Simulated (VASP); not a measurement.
# LiGeBr3 (Pm-3m) in VASP: settings compared, part 2 of 2

VASP 6.6.1. Earlier steps stand in the parts before.

**3. Single point, PBE**

Input file INCAR:

```
SYSTEM = LiGeBr3
  PREC = Accurate
  ENCUT = 520
  EDIFF = 1E-7
  ISMEAR = 0
  SIGMA = 0.01
  LREAL = .False.
  LASPH = .True.
  NELM = 100
  ALGO = Normal
  ISIF = 2
  LWAVE = .False.
  LCHARG = .False.
  GGA = PE
  NBANDS = 27
```

Input file KPOINTS:

```
regular mesh
0
Gamma
  8 8 8
  0 0 0
```

Input file POSCAR:

```
LiGeBr3
1.0
    5.4834831667      0.0000000000      0.0000000000
    0.0000000000      5.4834831667      0.0000000000
    0.0000000000      0.0000000000      5.4834831667
Li Ge Br
1 1 3
Direct
    0.5000000000      0.5000000000      0.5000000000
    0.0000000000      0.0000000000      0.0000000000
    0.5000000000      0.0000000000      0.0000000000
    0.0000000000      0.5000000000      0.0000000000
    0.0000000000      0.0000000000      0.5000000000
```

Potentials or basis: VASP PAW PBE potentials, release 64 (Li_sv, Ge_d, Br).

Run with:

```console
$ cat potpaw_PBE.64/Li_sv/POTCAR potpaw_PBE.64/Ge_d/POTCAR potpaw_PBE.64/Br/POTCAR > POTCAR
$ mpirun -np 1 vasp_std > vasp.out
```

OUTCAR:

```text
SYSTEM = LiGeBr3
   PREC = Accurate
   ENCUT = 520
   EDIFF = 1E-7
   ISMEAR = 0
   LREAL = .False.
   LASPH = .True.
   NELM = 100
   ISIF = 2
   GGA = PE

 ion  position               nearest neighbor table
   1  0.500  0.500  0.500-
   2  0.000  0.000  0.000-   3 2.74   4 2.74   5 2.74   5 2.74   4 2.74   3 2.74
   3  0.500  0.000  0.000-   2 2.74   2 2.74
   4  0.000  0.500  0.000-   2 2.74   2 2.74
   5  0.000  0.000  0.500-   2 2.74   2 2.74

  LATTYP: Found a simple cubic cell.
 ALAT       =     5.4834831667

  Lattice vectors:

 A1 = (   5.4834831667,   0.0000000000,   0.0000000000)
 A2 = (   0.0000000000,   5.4834831667,   0.0000000000)
 A3 = (   0.0000000000,   0.0000000000,   5.4834831667)

Analysis of symmetry for initial positions (statically):
=====================================================================
 Subroutine PRICEL returns:
 Original cell was already a primitive cell.

 Routine SETGRP: Setting up the symmetry group for a
 simple cubic supercell.

 Subroutine GETGRP returns: Found 48 space group operations
 (whereof 48 operations were pure point group operations)
 out of a pool of 48 trial point group operations.

The static configuration has the point symmetry O_h .

Analysis of symmetry for dynamics (positions and initial velocities):
=====================================================================
 Subroutine PRICEL returns:
 Original cell was already a primitive cell.

 Routine SETGRP: Setting up the symmetry group for a
 simple cubic supercell.

 Subroutine GETGRP returns: Found 48 space group operations
 (whereof 48 operations were pure point group operations)
 out of a pool of 48 trial point group operations.

The dynamic configuration has the point symmetry O_h .

 Subroutine INISYM returns: Found 48 space group operations
 (whereof 48 operations are pure point group operations),
[... 121 lines left out ...]
     AMIX     =   0.40;   BMIX     =  1.00
     AMIX_MAG =   1.60;   BMIX_MAG =  1.00
  volume/ion in A,a.u.               =      32.98       222.53
  Fermi-wavevector in a.u.,A,eV,Ry     =   1.003721  1.896757 13.707259  1.007455
  Thomas-Fermi vector in A             =   2.136291
   LORBIT       =      0    0 simple, 1 ext, 2 COOP (PROOUT), +10 PAW based schemes
   GGA     = PE    functional components
   LHFCALC =     F    Hartree Fock is set to
   AEXX    =    0.0000 exact exchange contribution
   IVDW    =     0    specifies the selected vdW correction
   LEPSILON=     F    determine dielectric tensor
   LRPA    =     F    only Hartree local field effects (RPA)
 non-spin polarized calculation
 Gauss-broadening in eV      SIGMA  =   0.01
  energy-cutoff  :      520.00
  volume of cell :      164.88
 maximum number of plane-waves:      4468
 NGX is ok and might be reduce to    42
   NGX = 21   NGY = 21   NGZ = 21

 number of electron      38.0000021 magnetization

 Free energy of the ion-electron system (eV)
  ---------------------------------------------------
  ext. energy  EPLUGINS =         0.00000000
  ---------------------------------------------------
  free energy    TOTEN  =       -14.87612712 eV

  energy without entropy =      -14.87612712  energy(sigma->0) =      -14.87612712

 E-fermi :   1.8151     XC(G=0):  -7.3709

 val. band max:        1.6138037197   @ k =   0.5000   0.5000   0.5000
 cond. band min:       2.0731460030   @ k =   0.5000   0.5000   0.5000
 fundamental gap:      0.4593422834
 Fermi energy:         1.8151112194

 k-point     1 :       0.0000    0.0000    0.0000
  band No.  band energies     occupation
      1     -47.9863      2.00000
      2     -23.8731      2.00000
      3     -23.8731      2.00000
      4     -23.8602      2.00000
      5     -23.8602      2.00000
      6     -23.8602      2.00000
[... 709 lines left out ...]
     26       5.9733      0.00000
     27       8.9406      0.00000

 [... further k-points ...]

------------------------ aborting loop because EDIFF is reached ----------------------------------------

  FORCE on cell =-STRESS in cart. coord.  units (eV):
  Direction    XX          YY          ZZ          XY          YZ          ZX
  --------------------------------------------------------------------------------------
  -------------------------------------------------------------------------------------
  Total        0.0103260      0.0103260      0.0103260      0.0000000      0.0000000      0.0000000
  in kB        0.1003399      0.1003399      0.1003399      0.0000000      0.0000000      0.0000000
  external PRESSURE =       0.1003399 kB  Pullay stress =       0.0000000 kB

 VOLUME and BASIS-vectors are now :
 -----------------------------------------------------------------------------
  energy-cutoff  :      520.00
  volume of cell :      164.88
      direct lattice vectors                 reciprocal lattice vectors
     5.483483167  0.000000000  0.000000000     0.182365837  0.000000000  0.000000000
     0.000000000  5.483483167  0.000000000     0.000000000  0.182365837  0.000000000
     0.000000000  0.000000000  5.483483167     0.000000000  0.000000000  0.182365837

 POSITION                                       TOTAL-FORCE (eV/Angst)
 -----------------------------------------------------------------------------------
      2.74174      2.74174      2.74174         0.000000      0.000000      0.000000
      0.00000      0.00000      0.00000         0.000000      0.000000      0.000000
      2.74174      0.00000      0.00000         0.000000      0.000000      0.000000
      0.00000      2.74174      0.00000         0.000000      0.000000      0.000000
      0.00000      0.00000      2.74174         0.000000      0.000000      0.000000
 -----------------------------------------------------------------------------------
    total drift:                                0.000000      0.000000     -0.000000

  FREE ENERGIE OF THE ION-ELECTRON SYSTEM (eV)
  ---------------------------------------------------
  free  energy   TOTEN  =       -14.8761271188 eV

  energy  without entropy=      -14.8761271188  energy(sigma->0) =      -14.87612712
```

Run time: 76 s. Hardware: 1 thread of Intel Xeon 6975P-C (Granite Rapids), shared host; peak memory 0.34 GiB.

What came out:

* Free energy: -14.8761 eV
* Band gap on the k mesh: 0.46 eV

Levels at points of the mesh, in eV from the valence-band top:
```tsv
k point	band 16	band 17	band 18	band 19	band 20	band 21	band 22	band 23
(0.00, 0.00, 0.00)	-2.76	-2.68	-2.68	-2.68	1.06	5.15	5.15	5.17
(0.50, 0.00, 0.00)	-2.92	-2.69	-2.69	-1.92	1.31	2.75	2.86	4.50
(0.50, 0.50, 0.00)	-3.10	-3.08	-2.10	-0.93	0.99	0.99	2.82	3.86
(0.50, 0.50, 0.50)	-2.09	-2.09	-2.09	0.00	0.46	0.46	0.46	1.78
```

Caveat: the cutoff is under 1.25 times the usual one of these potentials, so pressure, stress and relaxed cells hold a basis-set (Pulay) error. A k mesh can miss the band edges.

**4. Single point, PBEsol**

Input file INCAR:

```
SYSTEM = LiGeBr3
ALGO = Normal
EDIFF = 1E-7
ENCUT = 520
GGA = PS
ISIF = 2
ISMEAR = 0
LASPH = .True.
LCHARG = .False.
LREAL = .False.
LWAVE = .False.
NBANDS = 27
NELM = 60
PREC = Accurate
SIGMA = 0.02
```

Input file KPOINTS:

```
k-points
0
Gamma
  8 8 8
  0 0 0
```

Edit POSCAR of step 3 so:

```diff
@@ -2,5 +2,5 @@
 1.0
-    5.4834831667      0.0000000000      0.0000000000
-    0.0000000000      5.4834831667      0.0000000000
-    0.0000000000      0.0000000000      5.4834831667
+    5.4866424794      0.0000000000      0.0000000000
+    0.0000000000      5.4866424794      0.0000000000
+    0.0000000000      0.0000000000      5.4866424794
 Li Ge Br
```

Run with:

```console
$ cat potpaw_PBE.64/Li_sv/POTCAR potpaw_PBE.64/Ge_d/POTCAR potpaw_PBE.64/Br/POTCAR > POTCAR
$ mpirun -np 1 vasp_std > vasp.out
```

Run time: 82 s. Hardware: 1 thread of Intel Xeon 6975P-C (Granite Rapids), shared host; peak memory 0.35 GiB.

The run converged. Its results:

| Item | Value |
| --- | --- |
| Free energy | -15.9092 eV |
| Band gap on the k mesh | 0.40 eV |

Levels at points of the mesh, in eV from the valence-band top:
| k point | band 17 | band 18 | band 19 | band 20 | band 21 | band 22 |
| --- | --- | --- | --- | --- | --- | --- |
| (0.00, 0.00, 0.00) | -2.66 | -2.66 | -2.66 | 1.04 | 5.05 | 5.05 |
| (0.50, 0.00, 0.00) | -2.66 | -2.66 | -1.91 | 1.27 | 2.78 | 2.82 |
| (0.50, 0.50, 0.00) | -3.07 | -2.07 | -0.93 | 0.94 | 0.94 | 2.87 |
| (0.50, 0.50, 0.50) | -2.06 | -2.06 | 0.00 | 0.40 | 0.40 | 0.40 |

Caveat: the cutoff is under 1.25 times the usual one of these potentials, so pressure, stress and relaxed cells hold a basis-set (Pulay) error; the PAW data sets were made with another functional, which shifts forces and pressure a little. A k mesh can miss the band edges.

**5. Relaxation of cell and atoms, PBE**

Input file INCAR:

```
SYSTEM = LiGeBr3
PREC = Accurate ; ENCUT = 600
EDIFF = 1E-7 ; ISMEAR = 0
SIGMA = 0.01 ; LREAL = .FALSE.
LASPH = .TRUE. ; NELM = 100
ALGO = Normal ; ISIF = 3
LWAVE = .FALSE. ; LCHARG = .FALSE.
GGA = PE ; IBRION = 2
NSW = 80 ; EDIFFG = -0.001
```

Input file KPOINTS:

```
Automatic mesh
0
G
  8 8 8
  0 0 0
```

POSCAR is that of step 4.

Potentials or basis: VASP PAW PBE potentials, release 64 (Li_sv, Ge_d, Br).

Run with:

```console
$ cat potpaw_PBE.64/Li_sv/POTCAR potpaw_PBE.64/Ge_d/POTCAR potpaw_PBE.64/Br/POTCAR > POTCAR
$ mpirun -np 1 vasp_std > vasp.out
```

OUTCAR:

```text
SYSTEM = LiGeBr3
   PREC = Accurate
   ENCUT = 600
   EDIFF = 1E-7
   ISMEAR = 0
   LREAL = .FALSE.
   LASPH = .TRUE.
   NELM = 100
   ISIF = 3
   GGA = PE
   IBRION = 2
   NSW = 80
   EDIFFG = -0.001

 ion  position               nearest neighbor table
   1  0.500  0.500  0.500-
   2  0.000  0.000  0.000-   3 2.74   4 2.74   5 2.74   5 2.74   4 2.74   3 2.74
   3  0.500  0.000  0.000-   2 2.74   2 2.74
   4  0.000  0.500  0.000-   2 2.74   2 2.74
   5  0.000  0.000  0.500-   2 2.74   2 2.74

  LATTYP: Found a simple cubic cell.
 ALAT       =     5.4866424794

  Lattice vectors:

 A1 = (   5.4866424794,   0.0000000000,   0.0000000000)
 A2 = (   0.0000000000,   5.4866424794,   0.0000000000)
 A3 = (   0.0000000000,   0.0000000000,   5.4866424794)

Analysis of symmetry for initial positions (statically):
=====================================================================
 Subroutine PRICEL returns:
 Original cell was already a primitive cell.

 Routine SETGRP: Setting up the symmetry group for a
 simple cubic supercell.

 Subroutine GETGRP returns: Found 48 space group operations
 (whereof 48 operations were pure point group operations)
 out of a pool of 48 trial point group operations.

The static configuration has the point symmetry O_h .

Analysis of symmetry for dynamics (positions and initial velocities):
=====================================================================
 Subroutine PRICEL returns:
 Original cell was already a primitive cell.

 Routine SETGRP: Setting up the symmetry group for a
 simple cubic supercell.

 Subroutine GETGRP returns: Found 48 space group operations
 (whereof 48 operations were pure point group operations)
 out of a pool of 48 trial point group operations.

[... 130 lines left out ...]
   LORBIT       =      0    0 simple, 1 ext, 2 COOP (PROOUT), +10 PAW based schemes
   GGA     = PE    functional components
   LHFCALC =     F    Hartree Fock is set to
   AEXX    =    0.0000 exact exchange contribution
   IVDW    =     0    specifies the selected vdW correction
   LEPSILON=     F    determine dielectric tensor
   LRPA    =     F    only Hartree local field effects (RPA)
 conjugate gradient relaxation of ions
 non-spin polarized calculation
 Gauss-broadening in eV      SIGMA  =   0.01
  energy-cutoff  :      600.00
  volume of cell :      165.17
 maximum number of plane-waves:      5558
 NGX is ok and might be reduce to    48
   NGX = 21   NGY = 21   NGZ = 21

--------------------------------------- Ionic step        1  -------------------------------------------

 number of electron      38.0000019 magnetization

 Free energy of the ion-electron system (eV)
  ---------------------------------------------------
  ext. energy  EPLUGINS =         0.00000000
  ---------------------------------------------------
  free energy    TOTEN  =       -14.87575572 eV

  energy without entropy =      -14.87575572  energy(sigma->0) =      -14.87575572

------------------------ aborting loop because EDIFF is reached ----------------------------------------

  FORCE on cell =-STRESS in cart. coord.  units (eV):
  Direction    XX          YY          ZZ          XY          YZ          ZX
  --------------------------------------------------------------------------------------
  -------------------------------------------------------------------------------------
  Total       -0.0370398     -0.0370398     -0.0370398     -0.0000000     -0.0000000      0.0000000
  in kB       -0.3593015     -0.3593015     -0.3593015     -0.0000000     -0.0000000      0.0000000
  external PRESSURE =      -0.3593015 kB  Pullay stress =       0.0000000 kB
[... 143 lines left out ...]
--------------------------------------- Ionic step        5  -------------------------------------------

 number of electron      38.0000017 magnetization

 Free energy of the ion-electron system (eV)
  ---------------------------------------------------
  ext. energy  EPLUGINS =         0.00000000
  ---------------------------------------------------
  free energy    TOTEN  =       -14.87579079 eV

  energy without entropy =      -14.87579079  energy(sigma->0) =      -14.87579079

 E-fermi :   1.7009     XC(G=0):  -7.3711

 val. band max:        1.6136648109   @ k =   0.5000   0.5000   0.5000
 cond. band min:       2.0729471225   @ k =   0.5000   0.5000   0.5000
 fundamental gap:      0.4592823116
 Fermi energy:         1.7008505515

 k-point     1 :       0.0000    0.0000    0.0000
  band No.  band energies     occupation
      1     -47.9836      2.00000
      2     -23.8727      2.00000
      3     -23.8727      2.00000
      4     -23.8598      2.00000
      5     -23.8598      2.00000
      6     -23.8598      2.00000
[... 613 lines left out ...]
     22       4.2090      0.00000
     23       5.4465      0.00000

 [... further k-points ...]

------------------------ aborting loop because EDIFF is reached ----------------------------------------

  FORCE on cell =-STRESS in cart. coord.  units (eV):
  Direction    XX          YY          ZZ          XY          YZ          ZX
  --------------------------------------------------------------------------------------
  -------------------------------------------------------------------------------------
  Total       -0.0007749     -0.0007749     -0.0007749      0.0000000      0.0000000     -0.0000000
  in kB       -0.0075299     -0.0075299     -0.0075299      0.0000000      0.0000000     -0.0000000
  external PRESSURE =      -0.0075299 kB  Pullay stress =       0.0000000 kB
[... 20 lines left out ...]
  FREE ENERGIE OF THE ION-ELECTRON SYSTEM (eV)
  ---------------------------------------------------
  free  energy   TOTEN  =       -14.8757907853 eV

  energy  without entropy=      -14.8757907853  energy(sigma->0) =      -14.87579079

 reached required accuracy - stopping structural energy minimisation
```

CONTCAR:

```text
LiGeBr3
   1.00000000000000
     5.4835036175506202   -0.0000000000000000    0.0000000000000000
    -0.0000000000000000    5.4835036175506202    0.0000000000000000
     0.0000000000000000   -0.0000000000000000    5.4835036175506202
  Li              Ge              Br
     1     1     3
Direct
     0.5000000000000000    0.5000000000000000    0.5000000000000000
     0.0000000000000000    0.0000000000000000    0.0000000000000000
     0.5000000000000000    0.0000000000000000    0.0000000000000000
     0.0000000000000000    0.5000000000000000    0.0000000000000000
     0.0000000000000000    0.0000000000000000    0.5000000000000000

  0.00000000E+00  0.00000000E+00  0.00000000E+00
  0.00000000E+00  0.00000000E+00  0.00000000E+00
  0.00000000E+00  0.00000000E+00  0.00000000E+00
  0.00000000E+00  0.00000000E+00  0.00000000E+00
  0.00000000E+00  0.00000000E+00  0.00000000E+00
```

Wall time 4 min (1 thread of Intel Xeon 6975P-C (Granite Rapids), shared host); peak memory 0.45 GiB.

Results:

```yaml
Free_energy: -14.8758 eV
Relaxed_volume: 32.98 Å³/atom
Relaxed_cell: a = 5.484 Å, b = 5.484 Å, c = 5.484 Å, α = 90.00°, β = 90.00°, γ = 90.00°
Space_group_after_relaxing_to_0.1_Å: Pm-3m (No. 221)
Energy_gained_by_relaxing: 0.0 meV/atom
Ionic_steps: 5
Pressure_after_relaxing: 0.0 GPa
Band_gap_on_the_k_mesh: 0.46 eV
```

Final structure:
```
CELL_PARAMETERS angstrom
5.48350 0.00000 0.00000
0.00000 5.48350 0.00000
0.00000 0.00000 5.48350
ATOMIC_POSITIONS crystal
Li 0.50000 0.50000 0.50000
Ge 0.00000 0.00000 0.00000
Br 0.50000 0.00000 0.00000
Br 0.00000 0.50000 0.00000
Br 0.00000 0.00000 0.50000
```

Levels at points of the mesh, in eV from the valence-band top:
```csv
k point,band 17,band 18,band 19,band 20,band 21,band 22
"(0.00, 0.00, 0.00)",-2.68,-2.68,-2.68,1.06,5.15,5.15
"(0.50, 0.00, 0.00)",-2.69,-2.69,-1.92,1.31,2.75,2.86
"(0.50, 0.50, 0.00)",-3.08,-2.10,-0.93,0.99,0.99,2.82
"(0.50, 0.50, 0.50)",-2.09,-2.09,0.00,0.46,0.46,0.46
```

Caveat: the cutoff is under 1.25 times the usual one of these potentials, so pressure, stress and relaxed cells hold a basis-set (Pulay) error.

**6. Overview**

| task | level | cell | cutoff (eV) | smearing | gap on the mesh (eV) |
| --- | --- | --- | --- | --- | --- |
| single point | PBE | a = 5.487 Å, 5 atoms | 520 | gaussian 0.02 eV | 0.47 |
| single point | PBE | a = 5.483 Å, 5 atoms | 520 | gaussian 0.01 eV | 0.46 |
| single point | PBEsol | a = 5.487 Å, 5 atoms | 520 | gaussian 0.02 eV | 0.40 |
| relaxation of cell and atoms | PBE | relaxed from a = 5.487 Å, 5 atoms | 600 | gaussian 0.01 eV | 0.46 |

Alike in all rows: potentials or basis VASP PAW PBE potentials, release 64 (Li_sv, Ge_d, Br); no spin polarisation; k mesh 8 × 8 × 8.

Caveats: the cutoff is under 1.25 times the usual one of these potentials, so pressure, stress and relaxed cells hold a basis-set (Pulay) error; the PAW data sets were made with another functional, which shifts forces and pressure a little (at least some runs).

Absolute energies hang on the potentials; compare differences alone.
